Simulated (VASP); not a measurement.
# W (Im-3m) in VASP: a series of runs

The runs below take W through single point, relaxation of cell and atoms, with PBE, revPBE.

Program: VASP 6.6.1. These are calculated values, not measurements. Logs are shortened: lines on timing, memory, paths and dates and some standing lists are left out, and cuts for length are marked.

## 1. The cell of the first run

Symmetry: Im-3m, No. 229, cubic system. Conventional cell: a = 3.165 Å, b = 3.165 Å, c = 3.165 Å, α = 90.00°, β = 90.00°, γ = 90.00°. W (site symmetry m-3m) has 14 W at 2.74 to 3.16 Å within 3.6 Å.

## 2. Single point, PBE

The input, INCAR:

```
PREC     = Accurate       # precision mode
ENCUT    = 520            # plane-wave cutoff, eV
EDIFF    = 1E-6           # SCF threshold, eV
ISMEAR   = 0              # smearing method
SIGMA    = 0.016          # smearing width, eV
LREAL    = F              # projectors in reciprocal space
LASPH    = T              # aspherical terms in the spheres
NELM     = 80             # most SCF steps
ALGO     = Fast           # electronic algorithm
ISIF     = 2              # what is computed and relaxed
LWAVE    = F              # write WAVECAR
LCHARG   = F              # write CHGCAR
GGA      = PE             # functional
NBANDS   = 13             # bands
```

The input, KPOINTS:

```
Automatic mesh
0
Gamma
  12 12 12
```

The input, POSCAR:

```
W
1.0
   -1.5823450000      1.5823450000      1.5823450000
    1.5823450000     -1.5823450000      1.5823450000
    1.5823450000      1.5823450000     -1.5823450000
W
1
Direct
    0.0000000000      0.0000000000      0.0000000000
```

Potentials or basis: VASP PAW PBE potentials, release 64 (W_sv).

Run with:

```
$ cat potpaw_PBE.64/W_sv/POTCAR > POTCAR
$ mpirun -np 1 vasp_std > vasp.out
```

OUTCAR:

```text
PREC = Accurate
   ENCUT = 520
   EDIFF = 1E-6
   ISMEAR = 0
   LREAL = F
   LASPH = T
   NELM = 80
   ISIF = 2
   GGA = PE

 ion  position               nearest neighbor table
   1  0.000  0.000  0.000-

  LATTYP: Found a body centered cubic cell.
 ALAT       =     3.1646900000

  Lattice vectors:

 A1 = (  -1.5823450000,   1.5823450000,   1.5823450000)
 A2 = (   1.5823450000,  -1.5823450000,   1.5823450000)
 A3 = (   1.5823450000,   1.5823450000,  -1.5823450000)

Analysis of symmetry for initial positions (statically):
=====================================================================
 Subroutine PRICEL returns:
 Original cell was already a primitive cell.

 Routine SETGRP: Setting up the symmetry group for a
 body centered cubic supercell.

 Subroutine GETGRP returns: Found 48 space group operations
 (whereof 48 operations were pure point group operations)
 out of a pool of 48 trial point group operations.

The static configuration has the point symmetry O_h .

Analysis of symmetry for dynamics (positions and initial velocities):
=====================================================================
 Subroutine PRICEL returns:
 Original cell was already a primitive cell.

 Routine SETGRP: Setting up the symmetry group for a
 body centered cubic supercell.

 Subroutine GETGRP returns: Found 48 space group operations
 (whereof 48 operations were pure point group operations)
 out of a pool of 48 trial point group operations.

The dynamic configuration has the point symmetry O_h .

 Subroutine INISYM returns: Found 48 space group operations
 (whereof 48 operations are pure point group operations),
 and found     1 'primitive' translations

----------------------------------------------------------------------------------------

                                     Primitive cell

  volume of cell :      15.8476

  direct lattice vectors                    reciprocal lattice vectors
    -1.582345000  1.582345000  1.582345000     0.000000000  0.315986716  0.315986716
     1.582345000 -1.582345000  1.582345000     0.315986716  0.000000000  0.315986716
     1.582345000  1.582345000 -1.582345000     0.315986716  0.315986716  0.000000000

  length of vectors
     2.740701935  2.740701935  2.740701935     0.446872699  0.446872699  0.446872699

  position of ions in fractional coordinates (direct lattice)
     0.000000000  0.000000000  0.000000000

  ion indices of the primitive-cell ions
   primitive index   ion index
[... 76 lines left out ...]
   NSW    =      0    number of steps for IOM
   IBRION =     -1    ionic relax: 0-MD 1-quasi-New 2-CG
   NFREE  =      0    steps in history (QN), initial steepest desc. (CG)
   ISIF   =      2    stress and relaxation
   ISYM   =      2    0-nonsym 1-usesym 2-fastsym
   POTIM  = 0.5000    time-step for ionic-motion
   TEBEG  =    0.0;   TEEND  =   0.0 temperature during run
   PSTRESS=    0.0 pullay stress
   NELECT =      14.0000    total number of electrons
   NUPDOWN=      -1.0000    fix difference up-down
   EMIN   =  10.00;   EMAX   =-10.00  energy-range for DOS
   EFERMI =   0.00;   METHOD = LEGACY
   ISMEAR =     0;   SIGMA  =   0.02  broadening in eV -4-tet -1-fermi 0-gaus
   EFERMI_NEDOS =   21; number of points for ismear=-14 and -15
   IALGO  =     68    algorithm
   IMIX   =      4    mixing-type and parameters
     AMIX     =   0.40;   BMIX     =  1.00
     AMIX_MAG =   1.60;   BMIX_MAG =  1.00
  volume/ion in A,a.u.               =      15.85       106.94
  Fermi-wavevector in a.u.,A,eV,Ry     =   1.570832  2.968442 33.572544  2.467512
  Thomas-Fermi vector in A             =   2.672506
   LORBIT       =      0    0 simple, 1 ext, 2 COOP (PROOUT), +10 PAW based schemes
   GGA     = PE    functional components
   LHFCALC =     F    Hartree Fock is set to
   AEXX    =    0.0000 exact exchange contribution
   IVDW    =     0    specifies the selected vdW correction
   LEPSILON=     F    determine dielectric tensor
   LRPA    =     F    only Hartree local field effects (RPA)
 non-spin polarized calculation
 RMM-DIIS sequential band-by-band and
 Gauss-broadening in eV      SIGMA  =   0.02
  energy-cutoff  :      520.00
  volume of cell :       15.85
 maximum number of plane-waves:       438
   NGX = 11   NGY = 11   NGZ = 11

 number of electron      14.0000004 magnetization

 Free energy of the ion-electron system (eV)
  ---------------------------------------------------
  ext. energy  EPLUGINS =         0.00000000
  ---------------------------------------------------
  free energy    TOTEN  =       -12.94772586 eV

  energy without entropy =      -12.94749652  energy(sigma->0) =      -12.94761119

 E-fermi :  11.3263     XC(G=0): -13.6446

 val. band max:       11.3187220955   @ k =  -0.2500   0.3333   0.1667
 cond. band min:      11.3678672887   @ k =  -0.1667   0.1667   0.0833
 fundamental gap:      0.0491451932
 Fermi energy:        11.3263274439

 k-point     1 :       0.0000    0.0000    0.0000
  band No.  band energies     occupation
      1     -62.7518      2.00000
      2     -26.3116      2.00000
      3     -26.3116      2.00000
      4     -26.3116      2.00000
      5       1.8094      2.00000
      6      10.2111      2.00000
      7      10.2111      2.00000
      8      10.2111      2.00000
      9      13.7034      0.00000
     10      13.7034      0.00000
     11      25.9664      0.00000
     12      25.9664      0.00000
     13      25.9664      0.00000
[... 354 lines left out ...]
  band No.  band energies     occupation
      1     -62.6152      2.00000
      2     -27.5146      2.00000
      3     -26.7897      2.00000
      4     -26.4054      2.00000
      5       5.8321      2.00000
      6       7.8316      2.00000
      7      11.1704      2.00000
      8      13.8444      0.00000
      9      14.6160      0.00000
     10      18.8679      0.00000
     11      21.3776      0.00000
     12      23.6599      0.00000
     13      27.4850      0.00000

 [... further k-points ...]
[... 5 lines left out ...]
  --------------------------------------------------------------------------------------
  -------------------------------------------------------------------------------------
  Total        0.6619453      0.6619453      0.6619453     -0.0000000     -0.0000000      0.0000000
  in kB       66.9220385     66.9220385     66.9220385     -0.0000000     -0.0000000      0.0000000
  external PRESSURE =      66.9220385 kB  Pullay stress =       0.0000000 kB

 VOLUME and BASIS-vectors are now :
 -----------------------------------------------------------------------------
  energy-cutoff  :      520.00
  volume of cell :       15.85
      direct lattice vectors                 reciprocal lattice vectors
    -1.582345000  1.582345000  1.582345000     0.000000000  0.315986716  0.315986716
     1.582345000 -1.582345000  1.582345000     0.315986716  0.000000000  0.315986716
     1.582345000  1.582345000 -1.582345000     0.315986716  0.315986716  0.000000000

 POSITION                                       TOTAL-FORCE (eV/Angst)
 -----------------------------------------------------------------------------------
      0.00000      0.00000      0.00000        -0.000000      0.000000     -0.000000
 -----------------------------------------------------------------------------------
    total drift:                                0.000000     -0.000000      0.000000

  FREE ENERGIE OF THE ION-ELECTRON SYSTEM (eV)
  ---------------------------------------------------
  free  energy   TOTEN  =       -12.9477258558 eV

  energy  without entropy=      -12.9474965176  energy(sigma->0) =      -12.94761119
```

OSZICAR:

```text
N       E                     dE             d eps       ncg     rms          rms(c)
DAV:   1     0.864133684662E+02    0.86413E+02   -0.76737E+03  1877   0.125E+03
DAV:   2    -0.118685093366E+02   -0.98282E+02   -0.94040E+02  2092   0.319E+02
DAV:   3    -0.135630800459E+02   -0.16946E+01   -0.16882E+01  2052   0.404E+01
DAV:   4    -0.135700246017E+02   -0.69446E-02   -0.69445E-02  2062   0.282E+00
DAV:   5    -0.135700796728E+02   -0.55071E-04   -0.55070E-04  2087   0.242E-01    0.209E+01
RMM:   6    -0.130828550817E+02    0.48722E+00   -0.38728E-01  2021   0.585E+00    0.878E+00
RMM:   7    -0.129507810572E+02    0.13207E+00   -0.29397E-01  2029   0.511E+00    0.893E-01
RMM:   8    -0.129478188347E+02    0.29622E-02   -0.11310E-02  2298   0.119E+00    0.230E-01
RMM:   9    -0.129477257471E+02    0.93088E-04   -0.17825E-03  2226   0.510E-01    0.277E-02
RMM:  10    -0.129477367075E+02   -0.10960E-04   -0.23762E-04  2333   0.186E-01    0.117E-02
RMM:  11    -0.129477249504E+02    0.11757E-04   -0.50360E-05  2295   0.846E-02    0.461E-03
RMM:  12    -0.129477257563E+02   -0.80588E-06   -0.10401E-05  2064   0.392E-02    0.385E-03
RMM:  13    -0.129477258558E+02   -0.99542E-07   -0.95815E-07  1477   0.121E-02
   1 F= -.12947726E+02 E0= -.12947611E+02  d E =-.229338E-03
```

stdout:

```text
POSCAR found type information on POSCAR W
 POSCAR found :  1 types and       1 ions
 scaLAPACK will be used
 LDA part: xc-table for (Slater+PW92), standard interpolation
 POSCAR, INCAR and KPOINTS ok, starting setup
 FFT: planning ... GRIDC
 FFT: planning ... GRID_SOFT
 FFT: planning ... GRID
 WAVECAR not read
 entering main loop
WARNING in EDDRMM: call to ZHEGV failed, returncode =   8  4     13
WARNING in EDDRMM: call to ZHEGV failed, returncode =   6  3     13
```

Wall time 8 s (1 thread of Intel Xeon 6975P-C, shared host); peak memory 0.13 GiB.

What came out:

```yaml
Free_energy: -12.9477 eV
Pressure: 6.7 GPa
Band_gap_on_the_k_mesh: zero (band 7 reaches 16.61 eV, above the bottom of band 8 at 10.21 eV)
```

Caveat: spin-orbit coupling is left out, which moves the levels of the heavy elements.

## 3. Single point, PBE

The input, INCAR:

```
PREC = Accurate
ENCUT = 520
EDIFF = 1E-6
ISMEAR = 0
SIGMA = 0.012
LREAL = F
LASPH = T
NELM = 60
ALGO = Fast
ISIF = 2
LWAVE = F
LCHARG = F
GGA = PE
NBANDS = 13
```

KPOINTS is that of step 2.

POSCAR is that of step 2.

Potentials or basis: VASP PAW PBE potentials, release 64 (W_sv).

Run with:

```
$ cat potpaw_PBE.64/W_sv/POTCAR > POTCAR
$ mpirun -np 1 vasp_std > vasp.out
```

Wall time 8.1 s (1 thread of Intel Xeon 6975P-C, shared host); peak memory 0.13 GiB.

The run converged. Its results:

* Free energy: -12.9477 eV
* Pressure: 6.7 GPa
* Band gap on the k mesh: zero (band 7 reaches 16.61 eV, above the bottom of band 8 at 10.21 eV)

Levels at points of the mesh, in eV from the Fermi level:
```
           k point  band 4  band 5  band 6  band 7  band 8  band 9  band 10  band 11
(0.00, 0.00, 0.00)  -37.64   -9.51   -1.11   -1.11   -1.11    2.38     2.38    14.64
(0.50, 0.00, 0.00)  -37.64   -6.16   -3.45    0.80    2.27    3.25     6.27    11.20
(0.50, 0.50, 0.50)  -38.54   -5.71   -5.71    5.28    5.28    5.28     8.37     8.37
```

Caveat: spin-orbit coupling is left out, which moves the levels of the heavy elements.

## 4. Single point, revPBE

This run uses another cell than the first one, of 16.30 Å³/atom, 1.029 times its volume.

The input, INCAR:

```
SYSTEM = W
  PREC = Accurate
  ENCUT = 520
  EDIFF = 1E-6
  ISMEAR = -1
  SIGMA = 0.05
  LREAL = .False.
  LASPH = .True.
  NELM = 60
  ALGO = Normal
  ISIF = 2
  LWAVE = .False.
  LCHARG = .True.
  GGA = RE
  LELF = .True.
  LVHAR = .True.
  NBANDS = 13
```

The input, KPOINTS:

```
Automatic mesh
0
Gamma
  12 12 12
  0 0 0
```

The input, POSCAR:

```
W
1.0
   -1.5972393508      1.5972393508      1.5972393508
    1.5972393508     -1.5972393508      1.5972393508
    1.5972393508      1.5972393508     -1.5972393508
W
1
Direct
    0.0000000000      0.0000000000      0.0000000000
```

Run with:

```
$ cat potpaw_PBE.64/W_sv/POTCAR > POTCAR
$ mpirun -np 1 vasp_std > vasp.out
```

Run time: 8.1 s. Hardware: 1 thread of Intel Xeon 6975P-C, shared host; peak memory 0.15 GiB.

Results (log left out):

| Property | Result |
| --- | --- |
| Free energy | -12.5169 eV |
| Pressure | 0.3 GPa |
| Band gap on the k mesh | zero (band 7 reaches 16.07 eV, above the bottom of band 8 at 9.92 eV) |

Levels at points of the mesh, in eV from the Fermi level:
```csv
k point,band 5,band 6,band 7,band 8,band 9,band 10
"(0.00, 0.00, 0.00)",-9.37,-1.07,-1.07,-1.07,2.32,2.32
"(0.50, 0.00, 0.00)",-5.99,-3.33,0.67,2.19,3.14,6.01
"(0.50, 0.50, 0.50)",-5.50,-5.50,5.07,5.07,5.07,8.12
```

Caveat: the PAW data sets were made with another functional, which shifts forces and pressure a little; spin-orbit coupling is left out, which moves the levels of the heavy elements.

## 5. Relaxation of cell and atoms, revPBE

The input, INCAR:

```
PREC = Accurate
ENCUT = 600
EDIFF = 1E-6
ISMEAR = -1
SIGMA = 0.05
LREAL = False
LASPH = True
NELM = 100
ALGO = Normal
ISIF = 3
LWAVE = False
LCHARG = False
GGA = RE
IBRION = 2
NSW = 80
EDIFFG = -0.005
```

The input, KPOINTS:

```
regular mesh
0
Gamma
  12 12 12
```

The input, POSCAR:

```
W
1.0
   -1.5823450000      1.5823450000      1.5823450000
    1.5823450000     -1.5823450000      1.5823450000
    1.5823450000      1.5823450000     -1.5823450000
W
1
Direct
    0.0000000000      0.0000000000      0.0000000000
```

Run with:

```
$ cat potpaw_PBE.64/W_sv/POTCAR > POTCAR
$ mpirun -np 1 vasp_std > vasp.out
```

It took 23 s on 1 thread of Intel Xeon 6975P-C, shared host; peak memory 0.16 GiB.

The run converged. Its results:

```yaml
Free_energy: -12.5171 eV
Relaxed_volume: 16.32 Å³/atom
Relaxed_cell: a = 2.768 Å, b = 2.768 Å, c = 2.768 Å, α = 109.47°, β = 109.47°, γ = 109.47°
Space_group_after_relaxing_to_0.05_Å: Im-3m (No. 229)
Energy_gained_by_relaxing: 13.3 meV/atom
Ionic_steps: 4
Pressure_after_relaxing: 0.0 GPa
Band_gap_on_the_k_mesh: zero (band 7 reaches 16.04 eV, above the bottom of band 8 at 9.91 eV)
```

The path:
| step | energy change (eV) | largest force (eV/Å) | pressure (GPa) | volume (Å³) |
| --- | --- | --- | --- | --- |
| 1 | 0.0000 | 0.0000 | 9.24 | 15.85 |
| 2 | 0.1283 | 0.0000 | -24.18 | 18.04 |
| 3 | -0.0132 | 0.0000 | -0.34 | 16.34 |
| 4 | -0.0133 | 0.0000 | -0.02 | 16.32 |

Final structure:
```yaml
crystal:
  lattice:
    - [-1.59794, 1.59794, 1.59794]
    - [1.59794, -1.59794, 1.59794]
    - [1.59794, 1.59794, -1.59794]
  atoms:
    - { symbol: W, position: [0.00000, 0.00000, 0.00000] }
```

Levels at points of the mesh, in eV from the Fermi level:
| k point | band 4 | band 5 | band 6 | band 7 | band 8 | band 9 | band 10 | band 11 |
| --- | --- | --- | --- | --- | --- | --- | --- | --- |
| (0.00, 0.00, 0.00) | -37.74 | -9.36 | -1.07 | -1.07 | -1.07 | 2.31 | 2.31 | 14.54 |
| (0.50, 0.00, 0.00) | -37.75 | -5.98 | -3.32 | 0.67 | 2.19 | 3.13 | 5.99 | 10.73 |
| (0.50, 0.50, 0.50) | -38.56 | -5.49 | -5.49 | 5.06 | 5.06 | 5.06 | 8.11 | 8.11 |

Caveat: the PAW data sets were made with another functional, which shifts forces and pressure a little; spin-orbit coupling is left out, which moves the levels of the heavy elements. revPBE gives volumes clearly too large for solids.

## 6. Summary

```csv
task,level,cell,cutoff (eV),smearing,gap on the mesh (eV),pressure (GPa)
single point,PBE,"a = 2.741 Å, angles 109.5°, 1 atom",520,gaussian 0.016 eV,none,6.7
single point,PBE,"a = 2.741 Å, angles 109.5°, 1 atom",520,gaussian 0.012 eV,none,6.7
single point,revPBE,"a = 2.766 Å, angles 109.5°, 1 atom",520,fermi-dirac 0.05 eV,none,0.3
relaxation of cell and atoms,revPBE,"relaxed from a = 2.741 Å, angles 109.5°, 1 atom",600,fermi-dirac 0.05 eV,none,0.0
```

Alike in all rows: potentials or basis VASP PAW PBE potentials, release 64 (W_sv); no spin polarisation; k mesh 12 × 12 × 12.

Caveats: spin-orbit coupling is left out, which moves the levels of the heavy elements; the PAW data sets were made with another functional, which shifts forces and pressure a little (some runs).

Total energies depend on the potentials used, so only differences within one code and one set of settings carry meaning.
